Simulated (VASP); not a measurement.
A run of VASP 6.6.1 is set up as follows.

Contents of INCAR:

```
  PREC = Accurate
  ENCUT = 520
  EDIFF = 1E-8
  ISMEAR = -1
  SIGMA = 0.02
  LREAL = F
  LASPH = T
  NELM = 60
  ALGO = Normal
  ISIF = 2
  LWAVE = F
  LCHARG = F
  GGA = PE
  LEFG = T
  NBANDS = 15
```

Contents of KPOINTS:

```
regular mesh
0
Gamma
  8 8 8
```

The input POSCAR:

```
SrO
1.0
    0.0000000000      2.6036170359      2.6036170359
    2.6036170359      0.0000000000      2.6036170359
    2.6036170359      2.6036170359      0.0000000000
Sr O
1 1
Direct
    0.0000000000      0.0000000000      0.0000000000
    0.5000000000      0.5000000000      0.5000000000
```

Potentials or basis: VASP PAW PBE potentials, release 64 (Sr_sv, O).

Run with:

```console
$ cat potpaw_PBE.64/Sr_sv/POTCAR potpaw_PBE.64/O/POTCAR > POTCAR
$ mpirun -np 1 vasp_std > vasp.out
```

Question: What does it give for the pressure?

Answer: -0.1 GPa.

Question: Estimate the band gap on the k mesh.

Answer: 3.28 eV, indirect (least direct gap 3.39 eV).

Caveat: without QUAD_EFG the Cq values of the log hold for a quadrupole moment of 1 mb, not for the nuclei. A k mesh can miss the band edges.
